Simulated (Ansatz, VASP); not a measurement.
# One calculation of Ti, two programs

```
Ti
1.0
     0.00000    2.05648    2.05648
     2.05648    0.00000    2.05648
     2.05648    2.05648    0.00000
Ti
1
Direct
  0.00000 0.00000 0.00000
```

Alike in both runs: functional PBE; k mesh 14 × 14 × 14; occupations fermi-dirac, width 0.05 eV; no spin polarisation.

Ansatz relaxed the structure, and its values are those at the end. VASP's run is a single point on that final structure, the one shown.

|  | VASP | Ansatz |
| --- | --- | --- |
| version | VASP 6.6.1 | Ansatz 0.2.0 |
| potentials or method | VASP PAW PBE potentials, release 64 (Ti_sv) | PAW with Ansatz's earlier generated frozen-core files (soft_1), scalar-relativistic |
| plane-wave cutoff (eV) | 500 | 420 |
| valence electrons in the cell | 12 | 12 |

|  | VASP | Ansatz | Ansatz less VASP |
| --- | --- | --- | --- |
| pressure (GPa) | -0.3 | 0.0 | +0.27 |
